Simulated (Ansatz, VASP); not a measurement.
## Two plane-wave programs on H

```
H
1.0
    10.00000    0.00000    0.00000
     0.00000   10.50000    0.00000
     0.00000    0.00000   11.00000
H
2
Direct
  0.00000 0.00000 0.99999
  0.00000 0.00000 0.06819
```

Alike in both runs: functional PBE; k mesh 1 × 1 × 1; no spin polarisation.

Ansatz relaxed the structure, and its values are those at the end. VASP's run is a single point on that final structure, the one shown.

|  | VASP | Ansatz |
| --- | --- | --- |
| version | VASP 6.6.1 | Ansatz 0.2.0 |
| potentials or method | VASP PAW PBE potentials, release 64 (H) | scalar-relativistic, plane waves, PAW |
| plane-wave cutoff (eV) | 400 | 420 |
| occupations | gaussian, width 0.01 eV | fixed |
| valence electrons in the cell | 2 | 2 |

VASP gave:

```
rms of the force components (eV/Å) : 0.008
```

Problem. What did Ansatz give for the same quantities?

Solution. rms of the force components (eV/Å): 0.000.
